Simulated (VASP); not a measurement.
# Pb (Fm-3m) in VASP: notebook, part 2 of 2

VASP 6.6.1. Earlier steps stand in the parts before.

## 5. Single point, B3LYP5

This run uses another cell than the first one, of 32.14 Å³/atom.

POSCAR

```
Pb
1.0
    0.0000000000      2.5235621278      2.5235621278
    2.5235621278      0.0000000000      2.5235621278
    2.5235621278      2.5235621278      0.0000000000
Pb
1
Direct
    0.0000000000      0.0000000000      0.0000000000
```

INCAR.step1

```
SYSTEM = Pb
PREC     = Accurate       ! precision mode
ENCUT    = 520            ! plane-wave cutoff, eV
EDIFF    = 1E-5           ! SCF threshold, eV
ISMEAR   = -1             ! smearing method
SIGMA    = 0.05           ! smearing width, eV
LREAL    = .FALSE.        ! projectors in reciprocal space
LASPH    = .TRUE.         ! aspherical terms in the spheres
NELM     = 60             ! most SCF steps
ALGO     = Normal         ! electronic algorithm
ISIF     = 2              ! what is computed and relaxed
LWAVE    = .TRUE.         ! write WAVECAR
LCHARG   = .FALSE.        ! write CHGCAR
NBANDS   = 13             ! bands
GGA      = PE             ! functional
```

INCAR.step2

```
SYSTEM = Pb
PREC     = Accurate       ! precision mode
ENCUT    = 520            ! plane-wave cutoff, eV
EDIFF    = 1E-6           ! SCF threshold, eV
ISMEAR   = -1             ! smearing method
SIGMA    = 0.05           ! smearing width, eV
LREAL    = .FALSE.        ! projectors in reciprocal space
LASPH    = .TRUE.         ! aspherical terms in the spheres
NELM     = 60             ! most SCF steps
ALGO     = Normal         ! electronic algorithm
ISIF     = 2              ! what is computed and relaxed
LWAVE    = .FALSE.        ! write WAVECAR
LCHARG   = .FALSE.        ! write CHGCAR
GGA      = B5             ! functional
LHFCALC  = .TRUE.         ! exact exchange
AEXX     = 0.2            ! exact-exchange fraction
AGGAX    = 0.72         
AGGAC    = 0.81         
ALDAC    = 0.19         
PRECFOCK = Normal       
NBANDS   = 13             ! bands
ISTART   = 1
```

KPOINTS

```
Automatic mesh
0
G
  5 5 5
  0 0 0
```

Potentials or basis: VASP PAW PBE potentials, release 64 (Pb_d).

Started as:

```
$ cat potpaw_PBE.64/Pb_d/POTCAR > POTCAR
$ cp INCAR.step1 INCAR
$ mpirun -np 1 vasp_std > vasp.out
$ cp INCAR.step2 INCAR
$ mpirun -np 1 vasp_std > vasp.out
```

OUTCAR:

```text
SYSTEM = Pb
   PREC = Accurate
   ENCUT = 520
   EDIFF = 1E-6
   ISMEAR = -1
   LREAL = .FALSE.
   LASPH = .TRUE.
   NELM = 60
   ISIF = 2
   GGA = B5
   LHFCALC = .TRUE.
   AEXX = 0.2
   PRECFOCK = Normal
   ISTART = 1

 ion  position               nearest neighbor table
   1  0.000  0.000  0.000-

  LATTYP: Found a face centered cubic cell.
 ALAT       =     5.0471242556

  Lattice vectors:
[... 330 lines left out ...]
      9       8.9642      0.00000
     10      17.3895      0.00000
     11      18.5275      0.00000
     12      19.9120      0.00000
     13      23.7170      0.00000

------------------------ aborting loop because EDIFF is reached ----------------------------------------

  FORCE on cell =-STRESS in cart. coord.  units (eV):
  Direction    XX          YY          ZZ          XY          YZ          ZX
  --------------------------------------------------------------------------------------
  -------------------------------------------------------------------------------------
  Total        0.1856116      0.1856116      0.1856116     -0.0000000     -0.0000000      0.0000000
  in kB        9.2521733      9.2521733      9.2521733     -0.0000000     -0.0000000      0.0000000
  external PRESSURE =       9.2521733 kB  Pullay stress =       0.0000000 kB

 VOLUME and BASIS-vectors are now :
 -----------------------------------------------------------------------------
  energy-cutoff  :      520.00
  volume of cell :       32.14
      direct lattice vectors                 reciprocal lattice vectors
     0.000000000  2.523562128  2.523562128    -0.198132629  0.198132629  0.198132629
     2.523562128  0.000000000  2.523562128     0.198132629 -0.198132629  0.198132629
     2.523562128  2.523562128  0.000000000     0.198132629  0.198132629 -0.198132629

 POSITION                                       TOTAL-FORCE (eV/Angst)
 -----------------------------------------------------------------------------------
      0.00000      0.00000      0.00000         0.000000      0.000000      0.000000
 -----------------------------------------------------------------------------------
    total drift:                                0.000000     -0.000000      0.000000

  FREE ENERGIE OF THE ION-ELECTRON SYSTEM (eV)
  ---------------------------------------------------
  free  energy   TOTEN  =        -3.6644397282 eV

  energy  without entropy=       -3.6517233896  energy(sigma->0) =       -3.65808156
```

OSZICAR.step1:

```text
N       E                     dE             d eps       ncg     rms          rms(c)
DAV:   1     0.109116550936E+03    0.10912E+03   -0.68623E+03   260   0.121E+03
DAV:   2     0.178330507057E+01   -0.10733E+03   -0.10423E+03   275   0.307E+02
DAV:   3    -0.342190848999E+01   -0.52052E+01   -0.51927E+01   328   0.735E+01
DAV:   4    -0.353605509589E+01   -0.11415E+00   -0.11412E+00   338   0.122E+01
DAV:   5    -0.354018674207E+01   -0.41316E-02   -0.41315E-02   337   0.201E+00    0.495E-01
DAV:   6    -0.353151046949E+01    0.86763E-02   -0.13115E-02   361   0.194E+00    0.258E-01
DAV:   7    -0.352967580389E+01    0.18347E-02   -0.60275E-03   335   0.124E+00    0.963E-02
DAV:   8    -0.352968355058E+01   -0.77467E-05   -0.47028E-04   356   0.350E-01    0.111E-02
DAV:   9    -0.352968191928E+01    0.16313E-05   -0.12513E-05   225   0.673E-02
   1 F= -.35296819E+01 E0= -.35231886E+01  d E =-.129865E-01
```

Run time: 5 min. Hardware: 1 thread of Intel Xeon Platinum 8488C (Sapphire Rapids), shared host; peak memory 0.16 GiB.

What came out:

```
Free energy            : -3.6644 eV
Pressure               : 0.9 GPa
Band gap on the k mesh : zero (bands 7 and 8 overlap by 8.46 eV)
```

Levels at points of the mesh, in eV from the Fermi level:
```csv
k point,band 4,band 5,band 6,band 7,band 8,band 9,band 10,band 11
"(0.00, 0.00, 0.00)",-18.49,-18.49,-12.48,8.02,8.02,8.02,11.18,12.25
```

Caveat: the k points lie up to 0.43 Å⁻¹ apart, too coarse for converged energies and pressures of a metal; the PAW data sets were made with another functional, which shifts forces and pressure a little; spin-orbit coupling is left out, which moves the levels of the heavy elements.

## 6. Overview

| level | cell | k mesh | smearing | grid for exact exchange (PRECFOCK) | share of exact exchange | gap on the mesh (eV) | pressure (GPa) |
| --- | --- | --- | --- | --- | --- | --- | --- |
| SVWN5 | a = 3.591 Å, angles 60.0°, 1 atom | 9 × 9 × 9 | methfessel-paxton 0.01 eV | - | - | none | -4.9 |
| B3LYP5 | a = 3.523 Å, angles 60.0°, 1 atom | 5 × 5 × 5 | fermi-dirac 0.05 eV | Normal | 0.2 | none | 2.8 |
| B3LYP5 | a = 3.546 Å, angles 60.0°, 1 atom | 5 × 5 × 5 | fermi-dirac 0.05 eV | Normal | 0.2 | none | 1.8 |
| B3LYP5 | a = 3.569 Å, angles 60.0°, 1 atom | 5 × 5 × 5 | fermi-dirac 0.05 eV | Normal | 0.2 | none | 0.9 |

Alike in all rows: task single point; potentials or basis VASP PAW PBE potentials, release 64 (Pb_d); no spin polarisation; cutoff (eV) 520.

Caveats: some runs use coarse meshes; the PAW data sets were made with another functional, which shifts forces and pressure a little; spin-orbit coupling is left out, which moves the levels of the heavy elements; the cell stands under tension (at least some runs).

Absolute energies hang on the potentials; compare differences alone.
